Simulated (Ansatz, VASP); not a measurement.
Two plane-wave programs on Rh

```
Rh
1.0
     0.00000    2.21067    1.43693
     2.21067    0.00000    1.43693
     2.21067    2.21067    0.00000
Rh
1
Direct
  0.00000 0.00000 0.00000
```

Alike in both runs: task single point; functional PBE; k mesh 30 × 30 × 30; occupations gaussian, width 0.15 eV; no spin polarisation.

```csv
,VASP,Ansatz
version,VASP 6.6.1,Ansatz 0.2.0
potentials or method,"VASP PAW PBE potentials, release 64 (Rh_pv), cutoff 520 eV","scalar-relativistic, plane waves, PAW"
valence electrons in the cell,15,17
```

VASP gave:

* gap on the k mesh at the Fermi level (eV): none
* pressure (GPa): 6.5
* traceless stress, the component that is largest in VASP (GPa): -11.83

**Question.** Which values does Ansatz return?

**Answer.** gap on the k mesh at the Fermi level (eV): none; pressure (GPa): 6.6; traceless stress, the component that is largest in VASP (GPa): -11.96.

A gap of «none» marks a metal or a gap that the smearing closes. VASP's potentials hold 15 valence electrons a cell and Ansatz's 17, so a difference there can come from the potentials and not from the codes.
